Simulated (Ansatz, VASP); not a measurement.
One calculation of LiCl, two programs

Contents of INCAR:

```
PREC = Accurate
ENCUT = 520
EDIFF = 1E-6
ISMEAR = 0
SIGMA = 0.1
LREAL = F
LASPH = T
NELM = 60
ALGO = Normal
ISIF = 2
LWAVE = F
LCHARG = T
GGA = PE
LELF = T
LVHAR = T
NBANDS = 30
```

KPOINTS

```
regular mesh
0
Gamma
  4 4 4
```

The input POSCAR:

```
LiCl
1.0
   -4.1697405000      4.1697405000      2.5934820000
    4.1697405000     -4.1697405000      2.5934820000
    4.1697405000      4.1697405000     -2.5934820000
Li Cl
4 4
Direct
    0.1422970000      0.6422970000      0.7845940000
    0.8577030000      0.3577030000      0.2154060000
    0.3577030000      0.1422970000      0.5000000000
    0.6422970000      0.8577030000      0.5000000000
    0.8484815000      0.6515185000      0.5000000000
    0.1515185000      0.3484815000      0.5000000000
    0.6515185000      0.1515185000      0.8030370000
    0.3484815000      0.8484815000      0.1969630000
```

Input for Ansatz:

```yaml
crystal:
  lattice:
    - [-4.1697405, 4.1697405, 2.593482]
    - [4.1697405, -4.1697405, 2.593482]
    - [4.1697405, 4.1697405, -2.593482]
  atoms:
    - { symbol: Li, position: [0.142297, 0.642297, 0.784594] }
    - { symbol: Li, position: [0.857703, 0.357703, 0.215406] }
    - { symbol: Li, position: [0.357703, 0.142297, 0.5] }
    - { symbol: Li, position: [0.642297, 0.857703, 0.5] }
    - { symbol: Cl, position: [0.8484815, 0.6515185, 0.5] }
    - { symbol: Cl, position: [0.1515185, 0.3484815, 0.5] }
    - { symbol: Cl, position: [0.6515185, 0.1515185, 0.803037] }
    - { symbol: Cl, position: [0.3484815, 0.8484815, 0.196963] }
basis:
  ecutwfc: 420
kpoints:
  mp_grid: { grid: [4, 4, 4] }
hamiltonian:
  xc: pbe
scf:
  occupations: { method: gaussian, width: 0.1 }
  lower_state_search: "off"
output:
  forces: true
  stress: true
  eigenvalues: true
```

Alike in both runs: task single point; functional PBE; k mesh 4 × 4 × 4; occupations gaussian, width 0.1 eV; no spin polarisation.

|  | VASP | Ansatz |
| --- | --- | --- |
| version | VASP 6.6.1 | Ansatz 0.2.0 |
| potentials or method | VASP PAW PBE potentials, release 64 (Li_sv, Cl), cutoff 520 eV | scalar-relativistic, plane waves, PAW |
| valence electrons in the cell | 40 | 40 |

```csv
,VASP,Ansatz,Ansatz less VASP
gap on the k mesh at the Fermi level (eV),5.43,5.42,-0.005
least direct gap on the mesh (eV),5.43,5.42,-0.005
```

With one functional, cell and mesh, what is left measures potentials, basis and numerics.

Noted on VASP's run: the cutoff is short for stress, so the pressure is rough.
